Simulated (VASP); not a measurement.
ZnS:

```
Zn S
1.0
     3.84551    0.00000    0.00000
    -1.92275    3.33031    0.00000
     0.00000    0.00000    6.30529
Zn S
2 2
Direct
  0.33333 0.66667 0.00522
  0.66667 0.33333 0.50522
  0.33333 0.66667 0.37978
  0.66667 0.33333 0.87978
```

| Item | Value |
| --- | --- |
| Program | VASP 6.6.1 |
| Task | relaxation of cell and atoms |
| Functional | LDA |
| Potentials or basis | VASP PAW LDA potentials, release 64 (Zn, S) |
| Cutoff | 600 eV |
| k mesh | 9 × 9 × 6 |
| Occupations | gaussian, width 0.02 eV |
| Spin | no spin polarisation |

At the start: pressure -5.8 GPa; volume 20.19 Å³/atom.

Problem. How do energy, volume and symmetry change on relaxing?

Solution. Over 10 steps the energy falls by 29.8 meV/atom and the volume is 18.64 Å³/atom (-7.7 %); space group P6_3mc (No. 186, to 0.1 Å) before and after.

The path:
| step | energy change (eV) | largest force (eV/Å) | pressure (GPa) | volume (Å³) |
| --- | --- | --- | --- | --- |
| 1 | 0.0000 | 0.0052 | -5.77 | 80.75 |
| 2 | -0.1035 | 0.0250 | 2.47 | 72.54 |
| 3 | -0.1191 | 0.0161 | -0.04 | 74.56 |
| 4 | -0.1190 | 0.0166 | 0.11 | 74.44 |
| 5 | -0.1191 | 0.0102 | 0.00 | 74.58 |
| 6 | -0.1191 | 0.0089 | -0.07 | 74.61 |
| 7 | -0.1191 | 0.0100 | -0.02 | 74.60 |
| 8 | -0.1191 | 0.0085 | -0.05 | 74.61 |
| 9 | -0.1191 | 0.0059 | 0.03 | 74.59 |
| 10 | -0.1192 | 0.0042 | 0.03 | 74.57 |

Final structure:
```
Zn S
1.0
     3.74253    0.00000    0.00000
    -1.87127    3.24113    0.00000
     0.00000    0.00000    6.14774
Zn S
2 2
Direct
  0.33333 0.66667 0.00551
  0.66667 0.33333 0.50551
  0.33333 0.66667 0.37950
  0.66667 0.33333 0.87949
```
